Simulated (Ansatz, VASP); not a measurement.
**One calculation of P, two programs**

INCAR

```
PREC = Accurate
ENCUT = 600
EDIFF = 1E-6
ISMEAR = 0
SIGMA = 0.1
LREAL = False
LASPH = True
NELM = 100
ALGO = Normal
ISIF = 3
LWAVE = False
LCHARG = False
GGA = PE
IBRION = 2
NSW = 90
EDIFFG = -0.04
```

The input KPOINTS:

```
regular mesh
0
Gamma
  8 8 6
```

POSCAR

```
P
1.0
    2.3854882830      0.0000000000      0.0000000000
    0.0000000000      2.3854882830      0.0000000000
    0.0000000000      0.0000000000      2.5791747422
P
1
Direct
    0.0000000000      0.0000000000      0.0000000000
```

Input for Ansatz:

```yaml
crystal:
  lattice:
    - [2.385488283, 0.0, 0.0]
    - [0.0, 2.385488283, 0.0]
    - [0.0, 0.0, 2.5791747422]
  atoms:
    - { symbol: P, position: [0.0, 0.0, 0.0] }
basis:
  ecutwfc: 420
kpoints:
  mp_grid: { grid: [8, 8, 6] }
hamiltonian:
  xc: pbe
scf:
  occupations: { method: gaussian, width: 0.1 }
  lower_state_search: "off"
output:
  forces: true
  stress: true
  eigenvalues: true
relax:
  adjacent_minimum: "off"
  f_tol: 0.04
  max_steps: 70
  cell: { stress_tol: 0.4 }
```

Alike in both runs: task relaxation of cell and atoms; functional PBE; k mesh 8 × 8 × 6; occupations gaussian, width 0.1 eV; no spin polarisation.

```csv
,VASP,Ansatz
version,VASP 6.6.1,Ansatz 0.2.0
potentials or method,"VASP PAW PBE potentials, release 64 (P), cutoff 600 eV","scalar-relativistic, plane waves, PAW"
valence electrons in the cell,5,5
```

|  | VASP | Ansatz | Ansatz less VASP |
| --- | --- | --- | --- |
| gap on the k mesh at the Fermi level, each at its own relaxed structure (eV) | none | none | - |
| relaxed volume (Å³/atom) | 14.74 | 14.80 | +0.058 |
| relaxed cell length with the largest relative difference (Å) | 2.496 | 2.500 | +0.0034 |

A gap of «none» marks a metal or a gap that the smearing closes.

The k mesh is coarse, so the values compare programs but aren't converged.
